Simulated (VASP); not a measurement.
# AlN (Cm) in VASP: notebook, part 2 of 2

VASP 6.6.1. Earlier steps stand in the parts before.

**5. Single point, PBE (atom 1 (Al) moved by -0.126 Å along [1 1 0] and +0.504 Å along [0 0 1])**

Input file INCAR:

```
ALGO = Normal
EDIFF = 1E-6
ENCUT = 520
GGA = PE
ISIF = 2
ISMEAR = 0
LASPH = T
LCHARG = T
LELF = T
LREAL = F
LVHAR = T
LWAVE = F
NBANDS = 26
NELM = 80
PREC = Accurate
SIGMA = 0.05
```

Input file KPOINTS:

```
k-points
0
Gamma
  6 6 6
```

Input file POSCAR:

```
AlN
1.0
    4.4025164325      0.0000000000      0.0000000000
    0.0000000000     -4.4025164325      0.0000000000
    0.0000000000      0.0000000000     -4.4025164325
Al N
4 4
Direct
   -0.0202373928     -0.1144799816     -0.0202373928
    0.5000000000      0.5000000000      0.0000000000
    0.5000000000      0.0000000000      0.5000000000
    0.0000000000      0.5000000000      0.5000000000
    0.7500000000      0.7500000000      0.7500000000
    0.2500000000      0.2500000000      0.7500000000
    0.2500000000      0.7500000000      0.2500000000
    0.7500000000      0.2500000000      0.2500000000
```

Potentials or basis: VASP PAW PBE potentials, release 64 (Al, N).

Started as:

```console
$ cat potpaw_PBE.64/Al/POTCAR potpaw_PBE.64/N/POTCAR > POTCAR
$ mpirun -np 1 vasp_std > vasp.out
```

OUTCAR:

```text
EDIFF = 1E-6
   ENCUT = 520
   GGA = PE
   ISIF = 2
   ISMEAR = 0
   LASPH = T
   LREAL = F
   NELM = 80
   PREC = Accurate

 ion  position               nearest neighbor table
   1  0.980  0.886  0.980-   5 1.55   7 1.79   6 2.24   8 2.24   2 2.71   4 2.71   2 2.85   4 2.85
                             3 3.03   3 3.16   3 3.16   3 3.28
   2  0.500  0.500  0.000-   5 1.91   6 1.91   7 1.91   8 1.91   1 2.71   1 2.85   4 3.11   3 3.11
                             4 3.11   3 3.11   3 3.11   3 3.11   4 3.11   4 3.11
   3  0.500  0.000  0.500-   5 1.91   6 1.91   7 1.91   8 1.91   1 3.03   2 3.11   4 3.11   2 3.11
                             2 3.11   4 3.11   2 3.11   4 3.11   4 3.11   1 3.16   1 3.16   1 3.28
   4  0.000  0.500  0.500-   5 1.91   6 1.91   7 1.91   8 1.91   1 2.71   1 2.85   3 3.11   2 3.11
                             2 3.11   3 3.11   2 3.11   3 3.11   2 3.11   3 3.11
   5  0.750  0.750  0.750-   1 1.55   2 1.91   3 1.91   4 1.91
   6  0.250  0.250  0.750-   2 1.91   3 1.91   4 1.91   1 2.24
   7  0.250  0.750  0.250-   1 1.79   2 1.91   3 1.91   4 1.91
   8  0.750  0.250  0.250-   2 1.91   3 1.91   4 1.91   1 2.24

  LATTYP: Found a simple cubic cell.
 ALAT       =     4.4025164325

  Lattice vectors:

[... 202 lines left out ...]
      3      -6.3417      2.00000
      4      -5.7987      2.00000
      5       0.4451      2.00000
      6       0.5957      2.00000
[... 685 lines left out ...]
     25      16.5415      0.00000
     26      16.8360      0.00000

 [... further k-points ...]

------------------------ aborting loop because EDIFF is reached ----------------------------------------

  FORCE on cell =-STRESS in cart. coord.  units (eV):
  Direction    XX          YY          ZZ          XY          YZ          ZX
  --------------------------------------------------------------------------------------
  -------------------------------------------------------------------------------------
  Total        7.8296979     -0.8403430      7.8296979     -3.0145668      3.0145667     -6.8093951
  in kB      147.0119468    -15.7784463    147.0119468    -56.6020995     56.6020978   -127.8545423
  external PRESSURE =      92.7484824 kB  Pullay stress =       0.0000000 kB

 VOLUME and BASIS-vectors are now :
 -----------------------------------------------------------------------------
  energy-cutoff  :      520.00
  volume of cell :       85.33
      direct lattice vectors                 reciprocal lattice vectors
     4.402516432  0.000000000  0.000000000     0.227142821  0.000000000  0.000000000
     0.000000000 -4.402516432  0.000000000     0.000000000 -0.227142821  0.000000000
     0.000000000  0.000000000 -4.402516432     0.000000000  0.000000000 -0.227142821

 POSITION                                       TOTAL-FORCE (eV/Angst)
 -----------------------------------------------------------------------------------
      4.31342     -3.89852     -4.31342         6.180922     -9.339942     -6.180922
      2.20126     -2.20126      0.00000        -0.493152      2.225952     -0.250439
      2.20126      0.00000     -2.20126        -0.349075     -1.457329      0.349075
      0.00000     -2.20126     -2.20126         0.250439      2.225952      0.493152
      3.30189     -3.30189     -3.30189        -6.031645      4.141917      6.031645
      1.10063     -1.10063     -3.30189        -0.260847      0.586382     -0.045082
      1.10063     -3.30189     -1.10063         0.658277      1.030687     -0.658277
      3.30189     -1.10063     -1.10063         0.045082      0.586382      0.260847
 -----------------------------------------------------------------------------------
    total drift:                                0.000144      0.000149     -0.000144

  FREE ENERGIE OF THE ION-ELECTRON SYSTEM (eV)
  ---------------------------------------------------
  free  energy   TOTEN  =       -56.5443068696 eV

  energy  without entropy=      -56.5443068696  energy(sigma->0) =      -56.54430687
```

OSZICAR:

```text
N       E                     dE             d eps       ncg     rms          rms(c)
DAV:   1     0.113607849612E+03    0.11361E+03   -0.14623E+04  3536   0.110E+03
DAV:   2    -0.565916738721E+02   -0.17020E+03   -0.15964E+03  4668   0.229E+02
DAV:   3    -0.665735512753E+02   -0.99819E+01   -0.99243E+01  4754   0.574E+01
DAV:   4    -0.666669202456E+02   -0.93369E-01   -0.93314E-01  4304   0.629E+00
DAV:   5    -0.666682425571E+02   -0.13223E-02   -0.13220E-02  4768   0.748E-01    0.178E+01
DAV:   6    -0.565503335665E+02    0.10118E+02   -0.31022E+01  4564   0.303E+01    0.655E+00
DAV:   7    -0.565859688679E+02   -0.35635E-01   -0.17595E+00  4418   0.691E+00    0.414E+00
DAV:   8    -0.565471284156E+02    0.38840E-01   -0.13340E-01  4502   0.256E+00    0.872E-01
DAV:   9    -0.565436535820E+02    0.34748E-02   -0.26015E-02  4832   0.977E-01    0.370E-01
DAV:  10    -0.565441398236E+02   -0.48624E-03   -0.31089E-03  4376   0.362E-01    0.161E-01
DAV:  11    -0.565442946972E+02   -0.15487E-03   -0.43750E-04  4544   0.162E-01    0.548E-02
DAV:  12    -0.565443059328E+02   -0.11236E-04   -0.17425E-04  4278   0.799E-02    0.204E-02
DAV:  13    -0.565443065154E+02   -0.58257E-06   -0.11802E-05  4736   0.307E-02    0.693E-03
DAV:  14    -0.565443068696E+02   -0.35419E-06   -0.34960E-06  3864   0.119E-02
   1 F= -.56544307E+02 E0= -.56544307E+02  d E =-.749447E-17
```

stdout:

```text
POSCAR found type information on POSCAR AlN
 POSCAR found :  2 types and       8 ions
 scaLAPACK will be used
 LDA part: xc-table for (Slater+PW92), standard interpolation
 POSCAR, INCAR and KPOINTS ok, starting setup
 FFT: planning ... GRIDC
 FFT: planning ... GRID_SOFT
 FFT: planning ... GRID
 WAVECAR not read
 entering main loop
```

It took 70 s on 1 thread of Intel Xeon 6975P-C (Granite Rapids), shared host; peak memory 0.27 GiB.

Results:

| Quantity | Value |
| --- | --- |
| Free energy | -56.5443 eV |
| Pressure | 9.3 GPa |
| Largest force | 12.792 eV/Å |
| Band gap on the k mesh | 1.36 eV (least direct gap 1.45 eV) |

Forces on the atoms (eV/Å):
```
Al   6.181 -9.340 -6.181
Al  -0.493  2.226 -0.250
Al  -0.349 -1.457  0.349
Al   0.250  2.226  0.493
N   -6.032  4.142  6.032
N   -0.261  0.586 -0.045
N    0.658  1.031 -0.658
N    0.045  0.586  0.261
```

Caveat: the cell differs from its parent crystal (atom 1 (Al) moved by -0.126 Å along [1 1 0] and +0.504 Å along [0 0 1]); the stress differs along the axes, from -2 to 15 GPa; forces of over 1 eV/Å act on the atoms, so gaps and moduli don't describe the material at rest.

**6. Single point, PBE (atom 1 (Al) moved by -0.252 Å along [1 1 0] and -0.378 Å along [0 0 1])**

Input file INCAR:

```
SYSTEM = AlN
PREC     = Accurate       ! precision mode
ENCUT    = 520            ! plane-wave cutoff, eV
EDIFF    = 1E-7           ! SCF threshold, eV
ISMEAR   = 0              ! smearing method
SIGMA    = 0.05           ! smearing width, eV
LREAL    = .FALSE.        ! projectors in reciprocal space
LASPH    = .TRUE.         ! aspherical terms in the spheres
NELM     = 80             ! most SCF steps
ALGO     = Normal         ! electronic algorithm
ISIF     = 2              ! what is computed and relaxed
LWAVE    = .FALSE.        ! write WAVECAR
LCHARG   = .FALSE.        ! write CHGCAR
GGA      = PE             ! functional
NBANDS   = 26             ! bands
```

Input file KPOINTS:

```
Automatic mesh
0
G
  6 6 6
  0 0 0
```

POSCAR, as its differences from that of step 5:

```diff
@@ -8,3 +8,3 @@
 Direct
-   -0.0202373928     -0.1144799816     -0.0202373928
+   -0.0404747856      0.0858599862     -0.0404747856
     0.5000000000      0.5000000000      0.0000000000
```

Potentials or basis: VASP PAW PBE potentials, release 64 (Al, N).

Started as:

```console
$ cat potpaw_PBE.64/Al/POTCAR potpaw_PBE.64/N/POTCAR > POTCAR
$ mpirun -np 1 vasp_std > vasp.out
```

It took 70 s on 1 thread of Intel Xeon 6975P-C (Granite Rapids), shared host; peak memory 0.26 GiB.

Results (log left out):

- Free energy: -57.8105 eV
- Pressure: 4.4 GPa
- Largest force: 6.357 eV/Å
- Band gap on the k mesh: 0.75 eV (least direct gap 0.81 eV)

Forces on the atoms (eV/Å):
```
Al   1.345  6.066 -1.345
Al  -1.058 -1.820 -0.701
Al  -0.910  1.233  0.910
Al   0.701 -1.820  1.058
N   -0.003 -0.670  0.003
N    1.371 -1.368  1.339
N   -0.107 -0.254  0.107
N   -1.339 -1.368 -1.371
```

Stress tensor (GPa, compression positive):
```
 6.75  0.40  5.12
 0.40 -0.19 -0.40
 5.12 -0.40  6.75
```

Levels at points of the mesh, in eV from the valence-band top:
| k point | band 14 | band 15 | band 16 | band 17 | band 18 | band 19 |
| --- | --- | --- | --- | --- | --- | --- |
| (0.00, 0.00, 0.00) | -0.68 | -0.68 | -0.06 | 0.75 | 2.76 | 3.42 |
| (0.50, 0.00, 0.00) | -1.94 | -1.37 | -0.94 | 3.28 | 5.11 | 5.88 |
| (0.00, 0.50, 0.00) | -2.35 | -1.15 | -0.68 | 3.48 | 5.33 | 5.70 |
| (0.50, 0.50, 0.00) | -1.28 | -1.04 | -0.58 | 5.07 | 6.90 | 7.32 |
| (0.50, 0.00, 0.50) | -1.78 | -0.78 | -0.26 | 5.00 | 7.02 | 7.23 |
| (0.50, 0.50, 0.50) | -0.79 | -0.66 | 0.00 | 5.70 | 5.93 | 6.25 |

Caveat: the cell differs from its parent crystal (atom 1 (Al) moved by -0.252 Å along [1 1 0] and -0.378 Å along [0 0 1]); the stress differs along the axes, from -0 to 7 GPa; semilocal functionals underestimate gaps, and a narrow one can read as zero; forces of over 1 eV/Å act on the atoms, so gaps and moduli don't describe the material at rest. A k mesh can miss the band edges.

**7. Summary**

```csv
cell,gap on the mesh (eV),pressure (GPa),largest force (eV/Å)
"as given, atomic positions A",1.33,14.2,23.88
"as given, atomic positions B",1.90,10.3,18.22
"as given, atomic positions C",1.09,48.8,78.56
"as given, atomic positions D",1.36,9.3,12.79
"as given, atomic positions E",0.75,4.4,6.36
```

Alike in all rows: task single point; level PBE; potentials or basis VASP PAW PBE potentials, release 64 (Al, N); no spin polarisation; k mesh 6 × 6 × 6; cutoff (eV) 520; smearing gaussian 0.05 eV.

Caveats: forces of over 1 eV/Å act on the atoms, so gaps and moduli don't describe the material at rest; the stress differs along the axes, from 10 to 22 GPa (at least some runs); the stress differs along the axes, from 4 to 13 GPa (at least some runs); atoms lie so close that the PAW spheres overlap strongly, which falsifies energies and pressures (at least some runs); the stress differs along the axes, from 20 to 63 GPa (at least some runs); the stress differs along the axes, from -2 to 15 GPa (at least some runs); the stress differs along the axes, from -0 to 7 GPa (at least some runs).

Total energies depend on the potentials used, so only differences within one code and one set of settings carry meaning.
